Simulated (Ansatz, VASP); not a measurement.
## Li2S in VASP and in Ansatz

The input INCAR:

```
PREC     = Accurate       # precision mode
ENCUT    = 750            # plane-wave cutoff, eV
EDIFF    = 1E-6           # SCF threshold, eV
ISMEAR   = -1             # smearing method
SIGMA    = 0.02           # smearing width, eV
LREAL    = False          # projectors in reciprocal space
LASPH    = True           # aspherical terms in the spheres
NELM     = 120            # most SCF steps
ALGO     = Normal         # electronic algorithm
ISIF     = 2              # what is computed and relaxed
LWAVE    = False          # write WAVECAR
LCHARG   = False          # write CHGCAR
GGA      = CA             # functional
NBANDS   = 13             # bands
GGA_COMPAT= False
```

File KPOINTS:

```
Automatic mesh
0
Gamma
  7 7 7
```

The input POSCAR:

```
Li2S
1.0
    0.0285400000      2.8682700000      2.8682700000
    2.8682700000      0.0285400000      2.8682700000
    2.8682700000      2.8682700000      0.0285400000
Li S
2 1
Direct
    0.2500000000      0.2500000000      0.2500000000
    0.7500000000      0.7500000000      0.7500000000
    0.0000000000      0.0000000000      0.0000000000
```

Input for Ansatz:

```yaml
crystal:
  lattice:
    - [0.02854, 2.86827, 2.86827]
    - [2.86827, 0.02854, 2.86827]
    - [2.86827, 2.86827, 0.02854]
  atoms:
    - { symbol: Li, position: [0.25, 0.25, 0.25] }
    - { symbol: Li, position: [0.75, 0.75, 0.75] }
    - { symbol: S, position: [0.0, 0.0, 0.0] }
kpoints:
  mp_grid: { grid: [7, 7, 7] }
  band_path:
    path:
      - [0.0, 0.0, 0.0]
      - [0.5, 0.5, 0.5]
      - [0.247543133, 0.5, 0.752456867]
      - [-0.247543133, 0.247543133, 0.5]
      - [0.0, 0.0, 0.5]
      - [0.0, 0.0, 0.0]
      - [-0.3737715665, 0.0, 0.3737715665]
      - [0.0, 0.3737715665, 0.6262284335]
      - [0.0, 0.5, 0.5]
    npoints: 5
scf:
  occupations: { method: fermi_dirac, width: 0.02 }
hamiltonian:
  xc: lda
  pseudopotentials: { kind: all_electron, lapw: { basis_error: 0.001 } }
output:
  forces: true
  stress: true
  eigenvalues: true
```

Change from the starting cell: equal xy, yz and zx shear strains of +1 %.

Alike in both runs: task single point; functional LDA; k mesh 7 × 7 × 7; occupations fermi-dirac, width 0.02 eV; no spin polarisation.

|  | VASP | Ansatz |
| --- | --- | --- |
| version | VASP 6.6.1 | Ansatz 0.2.0 |
| potentials or method | VASP PAW LDA potentials, release 64 (Li_sv, S), cutoff 750 eV | all-electron LAPW, scalar-relativistic |

Ansatz gave:

| Property | Result |
| --- | --- |
| gap on the k mesh at the Fermi level (eV) | 3.31 |
| pressure (GPa) | -3.0 |
| traceless stress, the component that is largest in VASP (GPa) | -0.32 |
| rms of the force components (eV/Å) | 0.005 |

Problem. Estimate VASP's values.

Solution. gap on the k mesh at the Fermi level (eV): 3.31; pressure (GPa): -3.1; traceless stress, the component that is largest in VASP (GPa): -0.32; rms of the force components (eV/Å): 0.005.

LDA's correlation is that of Perdew and Zunger in VASP and of Perdew and Wang (1992) in Ansatz. Atom by atom the forces differ by 0.000 eV/Å (rms over components). Ansatz ran all-electron here, and VASP with PAW potentials.
